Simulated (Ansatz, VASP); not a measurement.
**One calculation of P, two programs**

```xyz
6
Lattice="3.6768 0.0000 0.0000 0.0000 3.6768 0.0000 0.0000 0.0000 5.8835" Properties=species:S:1:pos:R:3 pbc="T T T"
P     0.0000    0.0000    1.4709
P     0.0000    0.0000    4.4127
P     2.4145    0.8707    2.9418
P     1.2623    2.8061    2.9418
P     2.8061    2.4145    0.0000
P     0.8707    1.2623    0.0000
```

Alike in both runs: task single point; functional PBE; k mesh 6 × 6 × 4; occupations gaussian, width 0.1 eV; no spin polarisation.

|  | VASP | Ansatz |
| --- | --- | --- |
| version | VASP 6.6.1 | Ansatz 0.2.0 |
| potentials or method | VASP PAW PBE potentials, release 64 (P), cutoff 520 eV | scalar-relativistic, plane waves, PAW |
| valence electrons in the cell | 30 | 30 |

Ansatz gave:

* gap on the k mesh at the Fermi level (eV): none
* rms of the force components (eV/Å): 0.977

Problem. Estimate VASP's values.

Solution. gap on the k mesh at the Fermi level (eV): none; rms of the force components (eV/Å): 0.938.

Atom by atom the forces differ by 0.042 eV/Å (rms over components). A gap of «none» marks a metal or a gap that the smearing closes. With one functional, cell and mesh, what is left measures potentials, basis and numerics.
